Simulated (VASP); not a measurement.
MgS (Niningerite): single point with PBE

Crystal: MgS (Niningerite).

```
Mg S
1.0
     0.00000    2.60152    2.60152
     2.60152    0.00000    2.60152
     2.60152    2.60152    0.00000
Mg S
1 1
Cartesian
  0.0000 0.0000 0.0000
  2.6015 2.6015 2.6015
```

* Program: VASP 6.6.1
* Task: single point
* Functional: PBE
* Potentials or basis: VASP PAW PBE potentials, release 64 (Mg, S)
* Cutoff: 520 eV
* k mesh: 6 × 6 × 6
* Occupations: gaussian, width 0.01 eV
* Spin: no spin polarisation
* Dipole correction: no
* Further INCAR settings: ALGO = Normal; EDIFF = 1e-06; NBANDS = 11

```
Pressure               : 0.9 GPa
Band gap on the k mesh : 2.77 eV, indirect (least direct gap 3.71 eV)
```

Levels at points of the mesh, in eV from the valence-band top:
```tsv
k point	band 1	band 2	band 3	band 4	band 5	band 6	band 7	band 8
(0.00, 0.00, 0.00)	-12.67	0.00	0.00	0.00	3.71	7.95	7.95	7.95
(0.50, 0.00, 0.00)	-11.36	-4.83	-0.59	-0.59	4.55	6.91	6.91	10.11
(0.50, 0.50, 0.00)	-10.99	-4.19	-1.68	-1.68	2.77	4.39	12.01	12.82
```

Run time: 9.3 s on 1 thread of Intel(R) Xeon(R) Platinum 8175M CPU @ 2.50GHz (Skylake/Cascade Lake), with other jobs on the host, peak memory 0.15 GiB.

A k mesh can miss the band edges. Expect the measured gap to be larger: semilocal functionals such as PBE lack the derivative discontinuity.
